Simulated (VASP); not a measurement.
A run of VASP 6.6.1 is set up as follows.

INCAR

```
PREC = Accurate ; ENCUT = 520
EDIFF = 1E-7 ; ISMEAR = -1
SIGMA = 0.1 ; LREAL = F
LASPH = T ; NELM = 100
ALGO = Normal ; ISIF = 2
LWAVE = F ; LCHARG = F
GGA = RP ; NBANDS = 66
```

The input KPOINTS:

```
regular mesh
0
Gamma
  7 7 7
```

File POSCAR:

```
Mo
1.0
    5.0654008613      0.0000000000      0.0000000000
    0.0000000000      5.0654008613      0.0000000000
    0.0000000000      0.0000000000      5.0654008613
Mo
8
Direct
    0.0000000000      1.0000000000      1.0000000000
    0.5000000000      0.5000000000      0.5000000000
    0.2500000000      1.0000000000      0.5000000000
    0.7500000000      0.0000000000      0.5000000000
    0.5000000000      0.2500000000      1.0000000000
    0.5000000000      0.7500000000      0.0000000000
    0.0000000000      0.5000000000      0.2500000000
    1.0000000000      0.5000000000      0.7500000000
```

Potentials or basis: VASP PAW PBE potentials, release 64 (Mo_sv).

Launch:

```bash
$ cat potpaw_PBE.64/Mo_sv/POTCAR > POTCAR
$ mpirun -np 1 vasp_std > vasp.out
```

Problem. Predict the band gap on the k mesh.

Solution. Zero (bands 56 and 57 overlap by 0.66 eV).

Problem. What does it give for the pressure?

Solution. 0.8 GPa.

Caveat: the PAW data sets were made with another functional, which shifts forces and pressure a little.
